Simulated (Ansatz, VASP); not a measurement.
One calculation of InAgTe2, two programs

```xyz
8
Lattice="-3.2179 3.2179 6.3734 3.2179 -3.2179 6.3734 3.2179 3.2179 -6.3734" Properties=species:S:1:pos:R:3 pbc="T T T"
In    0.0000    0.0000    6.3734
In    3.2179    0.0000    3.1867
Ag    0.0000    0.0000    0.0000
Ag    0.0000    3.2179    3.1867
Te    1.5540    1.6090    1.5934
Te    1.6090    4.8819   -1.5934
Te    1.6639    1.6090    7.9668
Te    1.6090   -1.6639    4.7801
```

Alike in both runs: functional PBEsol; k mesh 6 × 6 × 6; occupations fermi-dirac, width 0.02 eV; no spin polarisation.

Ansatz relaxed the structure, and its values are those at the end. VASP's run is a single point on that final structure, the one shown.

|  | VASP | Ansatz |
| --- | --- | --- |
| version | VASP 6.6.1 | Ansatz 0.2.0 |
| potentials or method | VASP PAW PBE potentials, release 64 (In_d, Ag, Te), cutoff 500 eV | PAW plane waves |
| valence electrons in the cell | 72 | 128 |

|  | VASP | Ansatz | Ansatz less VASP |
| --- | --- | --- | --- |
| pressure (GPa) | 0.0 | 0.0 | +0.01 |
| rms of the force components (eV/Å) | 0.006 | 0.002 | -0.0041 |

VASP's potentials were made for PBE, not for PBEsol, and Ansatz warns of the same on its side. VASP's potentials hold 72 valence electrons a cell and Ansatz's 128, so a difference there can come from the potentials and not from the codes.

Spin-orbit coupling is off throughout.
